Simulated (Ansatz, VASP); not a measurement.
## One calculation of HfO2, two programs

```
Hf O
1.0
     0.13295    2.62567    2.62567
     2.62567    0.13295    2.62567
     2.62567    2.62567    0.13295
Hf O
1 2
Direct
  0.00000 0.00000 0.00000
  0.25000 0.25000 0.25000
  0.75000 0.75000 0.75000
```

Alike in both runs: task single point; functional PBE; k mesh 8 × 8 × 8; occupations gaussian, width 0.05 eV; no spin polarisation.

|  | VASP | Ansatz |
| --- | --- | --- |
| version | VASP 6.6.1 | Ansatz 0.2.0 |
| potentials or method | VASP PAW PBE potentials, release 64 (Hf_pv, O), cutoff 520 eV | scalar-relativistic, plane waves, PAW |
| valence electrons in the cell | 22 | 38 |

VASP gave:

```
gap on the k mesh at the Fermi level (eV)                     : 3.78
least direct gap on the mesh (eV)                             : 3.78
pressure (GPa)                                                : -4.4
traceless stress, the component that is largest in VASP (GPa) : -3.05
rms of the force components (eV/Å)                            : 0.154
```

Question: What did Ansatz give for the same quantities?

Answer: gap on the k mesh at the Fermi level (eV): 3.77; least direct gap on the mesh (eV): 3.77; pressure (GPa): -0.9; traceless stress, the component that is largest in VASP (GPa): -3.26; rms of the force components (eV/Å): 0.179.

Atom by atom the forces differ by 0.025 eV/Å (rms over components). VASP's potentials hold 22 valence electrons a cell and Ansatz's 38, so a difference there can come from the potentials and not from the codes.

Spin-orbit coupling is off throughout.
